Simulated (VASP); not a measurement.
Input of a VASP 6.6.1 run:

File INCAR:

```
  ALGO = Normal
  EDIFF = 1E-6
  ENCUT = 520
  GGA = PE
  ISIF = 2
  ISMEAR = -1
  IVDW = 12
  LASPH = T
  LCHARG = F
  LREAL = F
  LWAVE = F
  NBANDS = 42
  NELM = 100
  PREC = Accurate
  SIGMA = 0.05
```

KPOINTS

```
k-points
0
Gamma
  1 1 1
```

Contents of POSCAR:

```
N
1.0
    7.0338500000      0.0000000000      0.0000000000
    0.0000000000      7.0338500000      0.0000000000
    0.0000000000      0.0000000000      7.0338500000
N
12
Direct
    0.8167504283      0.2932533392      0.5812890522
    0.6795424981      0.3481450415      0.6314749390
    0.5150806457      0.4383090342      0.9627302260
    0.4608287069      0.3246870491      1.0510317962
    0.2130412221      0.4979065519      0.4077283422
    0.3495809550      0.5070054096      0.4904284282
    0.9839419379      1.0167404764      0.9333437591
    0.8359575481      1.0382507446      0.8847359554
    0.8853046340      0.7623847537      0.5346005388
    0.8266738699      0.8486106471      0.4168982847
    0.2479865223     -0.1285782324      0.2919738124
    0.3850664999     -0.1012958764      0.2224386360
```

Potentials or basis: VASP PAW PBE potentials, release 64 (N).

Run with:

```console
$ cat potpaw_PBE.64/N/POTCAR > POTCAR
$ mpirun -np 1 vasp_gam > vasp.out
```

(1) Estimate the largest force.

(2) Estimate the band gap on the k mesh.

(3) Predict the pressure.

## Answers

(1) 5.393 eV/Å.

(2) 6.97 eV.

(3) 2.3 GPa.

Caveat: the k points lie up to 0.89 Å⁻¹ apart; the standard files for N, O and F lose accuracy on very short bonds.
